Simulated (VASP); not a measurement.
# NiO2 (R-3m) in VASP: a series of runs, part 2 of 2

VASP 6.6.1.

### Step 3. Single point, PBEsol, collinear spin, ferromagnetic start

This run uses another cell than the first one, of 16.15 Å³/atom.

Contents of INCAR:

```
SYSTEM = NiO2
PREC     = Accurate       ! precision mode
ENCUT    = 520            ! plane-wave cutoff, eV
EDIFF    = 1E-6           ! SCF threshold, eV
ISMEAR   = -1             ! smearing method
SIGMA    = 0.05           ! smearing width, eV
LREAL    = .False.        ! projectors in reciprocal space
LASPH    = .True.         ! aspherical terms in the spheres
NELM     = 150            ! most SCF steps
ALGO     = Normal         ! electronic algorithm
ISIF     = 2              ! what is computed and relaxed
LWAVE    = .False.        ! write WAVECAR
LCHARG   = .False.        ! write CHGCAR
ISPIN    = 2              ! spin polarisation
MAGMOM   = 1 0 0          ! initial moments
LORBIT   = 11             ! projections on sites
LMAXMIX  = 4              ! l up to which the mixer works
GGA      = PS             ! functional
NBANDS   = 22             ! bands
```

Contents of KPOINTS:

```
regular mesh
0
Gamma
  11 11 11
  0 0 0
```

Contents of POSCAR:

```
NiO2
1.0
    1.4114147900      0.8148807089      7.0204834845
   -1.4114147900      0.8148807089      7.0204834845
    0.0000000000     -1.6297614178      7.0204834845
Ni O
1 2
Direct
    0.0000000000      0.0000000000      0.0000000000
    0.3787890000      0.3787890000      0.3787890000
    0.6212110000      0.6212110000      0.6212110000
```

Potentials or basis: VASP PAW PBE potentials, release 64 (Ni, O).

The run is started by

```bash
cat potpaw_PBE.64/Ni/POTCAR potpaw_PBE.64/O/POTCAR > POTCAR
mpirun -np 1 vasp_std > vasp.out
```

OUTCAR:

```text
SYSTEM = NiO2
   PREC = Accurate
   ENCUT = 520
   EDIFF = 1E-6
   ISMEAR = -1
   LREAL = .False.
   LASPH = .True.
   NELM = 150
   ISIF = 2
   ISPIN = 2
   LORBIT = 11
   GGA = PS

 ion  position               nearest neighbor table
   1  0.000  0.000  0.000-   3 1.89   2 1.89   3 1.89   3 1.89   2 1.89   2 1.89
   2  0.379  0.379  0.379-   1 1.89   1 1.89   1 1.89
   3  0.621  0.621  0.621-   1 1.89   1 1.89   1 1.89

  LATTYP: Found a trigonal (rhomboedric) cell.
 ALAT       =     7.2071707788
 COS(alpha) =     0.9232974685

  Lattice vectors:

 A1 = (   1.4114147900,   0.8148807089,   7.0204834845)
 A2 = (  -1.4114147900,   0.8148807089,   7.0204834845)
 A3 = (   0.0000000000,  -1.6297614178,   7.0204834845)

Analysis of symmetry for initial positions (statically):
=====================================================================
 Subroutine PRICEL returns:
 Original cell was already a primitive cell.

 Routine SETGRP: Setting up the symmetry group for a
 trigonal (rhombohedral) supercell.

 Subroutine GETGRP returns: Found 12 space group operations
 (whereof 12 operations were pure point group operations)
 out of a pool of 12 trial point group operations.

The static configuration has the point symmetry D_3d.

Analysis of symmetry for dynamics (positions and initial velocities):
=====================================================================
 Subroutine PRICEL returns:
 Original cell was already a primitive cell.

 Routine SETGRP: Setting up the symmetry group for a
 trigonal (rhombohedral) supercell.

 Subroutine GETGRP returns: Found 12 space group operations
 (whereof 12 operations were pure point group operations)
 out of a pool of 12 trial point group operations.

The dynamic configuration has the point symmetry D_3d.

Analysis of structural, dynamic, and magnetic symmetry:
=====================================================================
 Subroutine PRICEL returns:
 Original cell was already a primitive cell.

 Routine SETGRP: Setting up the symmetry group for a
 trigonal (rhombohedral) supercell.

 Subroutine GETGRP returns: Found 12 space group operations
 (whereof 12 operations were pure point group operations)
 out of a pool of 12 trial point group operations.

The overall configuration has the point symmetry D_3d.

 Subroutine INISYM returns: Found 12 space group operations
 (whereof 12 operations are pure point group operations),
 and found     1 'primitive' translations

----------------------------------------------------------------------------------------

                                     Primitive cell

  volume of cell :      48.4470

  direct lattice vectors                    reciprocal lattice vectors
     1.411414790  0.814880709  7.020483484     0.354254471  0.204528914  0.047480111
    -1.411414790  0.814880709  7.020483484    -0.354254471  0.204528914  0.047480111
     0.000000000 -1.629761418  7.020483484     0.000000000 -0.409057829  0.047480111

  length of vectors
     7.207170779  7.207170779  7.207170779     0.411804162  0.411804162  0.411804162

  position of ions in fractional coordinates (direct lattice)
     0.000000000  0.000000000  0.000000000
     0.378789000  0.378789000  0.378789000
     0.621211000  0.621211000  0.621211000

  ion indices of the primitive-cell ions
   primitive index   ion index
[... 73 lines left out ...]
   ENCUT  =  520.0 eV  38.22 Ry    6.18 a.u.  13.40 13.40 13.40*2*pi/ulx,y,z
   NELM   =    150;   NELMIN=  2; NELMDL= -5     # of ELM steps
   EDIFF  = 0.1E-05   stopping-criterion for ELM
   LREAL  =      F    real-space projection
   EDIFFG = 0.1E-04   stopping-criterion for IOM
   NSW    =      0    number of steps for IOM
   IBRION =     -1    ionic relax: 0-MD 1-quasi-New 2-CG
   NFREE  =      0    steps in history (QN), initial steepest desc. (CG)
   ISIF   =      2    stress and relaxation
   ISYM   =      2    0-nonsym 1-usesym 2-fastsym
   POTIM  = 0.5000    time-step for ionic-motion
   TEBEG  =    0.0;   TEEND  =   0.0 temperature during run
   PSTRESS=    0.0 pullay stress
   NELECT =      22.0000    total number of electrons
   NUPDOWN=      -1.0000    fix difference up-down
   EMIN   =  10.00;   EMAX   =-10.00  energy-range for DOS
   EFERMI =   0.00;   METHOD = LEGACY
   ISMEAR =    -1;   SIGMA  =   0.05  broadening in eV -4-tet -1-fermi 0-gaus
   EFERMI_NEDOS =   21; number of points for ismear=-14 and -15
   IALGO  =     38    algorithm
   IMIX   =      4    mixing-type and parameters
     AMIX     =   0.40;   BMIX     =  1.00
     AMIX_MAG =   1.60;   BMIX_MAG =  1.00
  volume/ion in A,a.u.               =      16.15       108.98
  Fermi-wavevector in a.u.,A,eV,Ry     =   1.258327  2.377893 21.543274  1.583386
  Thomas-Fermi vector in A             =   2.391942
   LORBIT       =     11    0 simple, 1 ext, 2 COOP (PROOUT), +10 PAW based schemes
   GGA     = PS    functional components
   LHFCALC =     F    Hartree Fock is set to
   AEXX    =    0.0000 exact exchange contribution
   IVDW    =     0    specifies the selected vdW correction
   LEPSILON=     F    determine dielectric tensor
   LRPA    =     F    only Hartree local field effects (RPA)
 spin polarized calculation
  energy-cutoff  :      520.00
  volume of cell :       48.45
 maximum number of plane-waves:      1321
 NGX is ok and might be reduce to    54
   NGX = 27   NGY = 27   NGZ = 27

 number of electron      22.0000003 magnetization      -0.0003861

 number of electron      22.0000003 magnetization       0.0000489

 Free energy of the ion-electron system (eV)
  ---------------------------------------------------
  ext. energy  EPLUGINS =         0.00000000
  ---------------------------------------------------
  free energy    TOTEN  =       -18.71849939 eV

  energy without entropy =      -18.71849808  energy(sigma->0) =      -18.71849874

 E-fermi :  -0.7123     XC(G=0):  -7.9061

 val. band max:       -1.3304966480   @ k =  -0.4545   0.4545   0.3636
 cond. band min:      -0.1264036919   @ k =   0.3636   0.3636   0.0909
 fundamental gap:      1.2040929561
 Fermi energy:        -0.7123111211

 spin component 1

 k-point     1 :       0.0000    0.0000    0.0000
  band No.  band energies     occupation
      1     -20.4228      1.00000
      2     -18.2139      1.00000
      3      -6.4597      1.00000
      4      -6.4597      1.00000
      5      -6.4189      1.00000
      6      -3.2070      1.00000
[... 589 lines left out ...]
     21      18.9004      0.00000
     22      19.8397      0.00000

 [... further k-points ...]

 spin component 2

 k-point     1 :       0.0000    0.0000    0.0000
  band No.  band energies     occupation
      1     -20.4228      1.00000
      2     -18.2138      1.00000
      3      -6.4596      1.00000
      4      -6.4596      1.00000
      5      -6.4189      1.00000
      6      -3.2069      1.00000
[... 589 lines left out ...]
     21      18.9006      0.00000
     22      19.8398      0.00000

 [... further k-points ...]

------------------------ aborting loop because EDIFF is reached ----------------------------------------

  FORCE on cell =-STRESS in cart. coord.  units (eV):
  Direction    XX          YY          ZZ          XY          YZ          ZX
  --------------------------------------------------------------------------------------
  -------------------------------------------------------------------------------------
  Total       -1.8627109     -1.8627109     -1.3738497      0.0000000      0.0000000      0.0000000
  in kB      -61.6011858    -61.6011858    -45.4341947      0.0000000      0.0000000      0.0000000
  external PRESSURE =     -56.2121888 kB  Pullay stress =       0.0000000 kB

 VOLUME and BASIS-vectors are now :
 -----------------------------------------------------------------------------
  energy-cutoff  :      520.00
  volume of cell :       48.45
      direct lattice vectors                 reciprocal lattice vectors
     1.411414790  0.814880709  7.020483484     0.354254471  0.204528914  0.047480111
    -1.411414790  0.814880709  7.020483484    -0.354254471  0.204528914  0.047480111
     0.000000000 -1.629761418  7.020483484     0.000000000 -0.409057829  0.047480111

 POSITION                                       TOTAL-FORCE (eV/Angst)
 -----------------------------------------------------------------------------------
      0.00000      0.00000      0.00000         0.000000     -0.000000      0.000000
      0.00000      0.00000      7.97785         0.000000      0.000000     -0.690152
      0.00000      0.00000     13.08360         0.000000      0.000000      0.690152
 -----------------------------------------------------------------------------------
    total drift:                                0.000000     -0.000000      0.000000

  FREE ENERGIE OF THE ION-ELECTRON SYSTEM (eV)
  ---------------------------------------------------
  free  energy   TOTEN  =       -18.7184993918 eV

  energy  without entropy=      -18.7184980844  energy(sigma->0) =      -18.71849874

 total charge

# of ion       s       p       d       tot
------------------------------------------
    1        0.497   0.775   8.194   9.466
    2        1.588   3.291   0.000   4.879
    3        1.588   3.291   0.000   4.879
--------------------------------------------------
tot          3.674   7.356   8.194  19.224

 magnetization (x)

# of ion       s       p       d       tot
------------------------------------------
    1        0.000   0.000   0.000   0.000
    2       -0.000   0.000   0.000   0.000
    3       -0.000   0.000   0.000   0.000
--------------------------------------------------
tot         -0.000   0.000   0.000   0.000
```

It took 45 min on 1 thread of Oxide Virtual Turin-like, shared host; peak memory 0.62 GiB.

Results:

* Free energy: -18.7185 eV
* Pressure: -5.6 GPa
* Largest force: 0.690 eV/Å
* Band gap on the k mesh: 1.20 eV (least direct gap 1.46 eV)
* Net moment: 0.00 μB per cell
* Valence electrons inside the program's atomic spheres: Ni 9.47; O 4.88

Forces on the atoms (eV/Å):
```
Ni   0.000  0.000  0.000
O    0.000  0.000 -0.690
O    0.000  0.000  0.690
```

Caveat: the cell stands under tension; the moments typed at the start vanished in this run; the PAW data sets were made with another functional, which shifts forces and pressure a little. A k mesh can miss the band edges.
